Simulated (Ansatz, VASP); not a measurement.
# One calculation of In2As2F, two programs

Contents of INCAR:

```
PREC = Accurate
ENCUT = 520
EDIFF = 1E-6
ISMEAR = 0
SIGMA = 0.1
LREAL = F
LASPH = T
NELM = 80
ALGO = Normal
ISIF = 2
LWAVE = F
LCHARG = F
LDIPOL = T
IDIPOL = 3
DIPOL = 0.5 0.5 0.331
GGA = PE
IVDW = 12
NBANDS = 30
```

Contents of KPOINTS:

```
regular mesh
0
Gamma
  6 6 1
```

POSCAR

```
In2As2F
1.0
    4.3220706728      0.0000000000      0.0000000000
   -2.1610353364      3.7430229996      0.0000000000
    0.0000000000      0.0000000000     21.7386927254
As In F
2 2 1
Direct
    0.0000000000      0.0000000000      0.1840037048
    0.3333333333      0.6666666667      0.3557112061
    0.3333333333      0.6666666667      0.2245875152
    0.6666666667      0.3333333333      0.3881876814
    1.1111111111      1.2222222222      0.5031899969
```

Input for Ansatz:

```yaml
crystal:
  lattice:
    - [4.3220706728, 0.0, 0.0]
    - [-2.1610353364, 3.7430229996, 0.0]
    - [0.0, 0.0, 21.7386927254]
  atoms:
    - { symbol: As, position: [0.0, 0.0, 0.1840037048] }
    - { symbol: In, position: [0.3333333333, 0.6666666667, 0.2245875152] }
    - { symbol: As, position: [0.3333333333, 0.6666666667, 0.3557112061] }
    - { symbol: In, position: [0.6666666667, 0.3333333333, 0.3881876814] }
    - { symbol: F, position: [1.1111111111, 1.2222222222, 0.5031899969] }
basis:
  ecutwfc: 420
kpoints:
  mp_grid: { grid: [6, 6, 1] }
hamiltonian:
  xc: pbe
  pseudopotentials: { kind: paw, azcp: { folder: soft_1 } }
  dispersion: d3bj
scf:
  occupations: { method: gaussian, width: 0.1 }
output:
  forces: true
  eigenvalues: true
  write_density: true
  write_potential: true
  elf: true
  volumetric_format: npy
efield:
  axis: 3
  dipole_correction: true
  ramp_width: 0.04
```

Alike in both runs: task single point; functional PBE; dispersion D3(BJ); k mesh 6 × 6 × 1; occupations gaussian, width 0.1 eV; no spin polarisation.

|  | VASP | Ansatz |
| --- | --- | --- |
| version | VASP 6.6.1 | Ansatz 0.2.0 |
| potentials or method | VASP PAW PBE potentials, release 64 (As, In_d, F), cutoff 520 eV | scalar-relativistic, plane waves, PAW |
| valence electrons in the cell | 43 | 63 |

|  | VASP | Ansatz | Ansatz less VASP |
| --- | --- | --- | --- |
| gap on the k mesh at the Fermi level (eV) | none | none | - |
| rms of the force components (eV/Å) | 0.526 | 0.526 | -0.0001 |

A gap of «none» marks a metal or a gap that the smearing closes. VASP's potentials hold 43 valence electrons a cell and Ansatz's 63, so a difference there can come from the potentials and not from the codes. Ansatz's warnings: xc potential rough in thin density.
